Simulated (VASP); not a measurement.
Set up this calculation in VASP 6.6.1, as the native input.

| Quantity | Value |
| --- | --- |
| Task | relaxation of cell and atoms |
| Functional | PBEsol |
| Potentials or basis | VASP PAW PBE potentials, release 64 (B, As) |
| Cutoff | 600 eV |
| k mesh | 10 × 10 × 10 |
| Occupations | gaussian, width 0.01 eV |
| Spin | no spin polarisation |
| Dipole correction | no |
| Further INCAR settings | ALGO = Normal; EDIFF = 1e-07; IBRION = 2; EDIFFG = -0.001; NSW = 80; ISIF = 3 |

The structure of BAs lies in POSCAR:

```
BAs
1.0
    0.0000000000      2.3839379012      2.3839379012
    2.3839379012      0.0000000000      2.3839379012
    2.3839379012      2.3839379012      0.0000000000
B As
1 1
Direct
    0.0000000000      0.0000000000      0.0000000000
    0.7500000000      0.7500000000      0.7500000000
```

These files were run (other wordings do the same):

INCAR

```
SYSTEM = BAs
PREC = Accurate
ENCUT = 600
EDIFF = 1E-7
ISMEAR = 0
SIGMA = 0.01
LREAL = .FALSE.
LASPH = .TRUE.
NELM = 60
ALGO = Normal
ISIF = 3
LWAVE = .FALSE.
LCHARG = .FALSE.
GGA = PS
IBRION = 2
NSW = 80
EDIFFG = -0.001
```

KPOINTS

```
regular mesh
0
G
  10 10 10
  0 0 0
```

Potentials or basis: VASP PAW PBE potentials, release 64 (B, As).

Run with:

```bash
$ cat potpaw_PBE.64/B/POTCAR potpaw_PBE.64/As/POTCAR > POTCAR
$ mpirun -np 1 vasp_std > vasp.out
```

It gave:

| Quantity | Value |
| --- | --- |
| Relaxed volume | 13.63 Å³/atom |
| Relaxed cell | a = 3.378 Å, b = 3.378 Å, c = 3.378 Å, α = 60.00°, β = 60.00°, γ = 60.00° |
| Space group after relaxing (to 0.05 Å) | F-43m (No. 216) |
| Energy gained by relaxing | 0.2 meV/atom |
| Ionic steps | 3 |
| Pressure after relaxing | 0.0 GPa |
| Band gap on the k mesh | 1.08 eV, indirect (least direct gap 3.24 eV) |

Caveat: the PAW data sets were made with another functional, which shifts forces and pressure a little.

Run time: 15 s on 1 thread of Intel(R) Xeon(R) Platinum 8488C (Sapphire Rapids), on a shared host, peak memory 0.16 GiB.
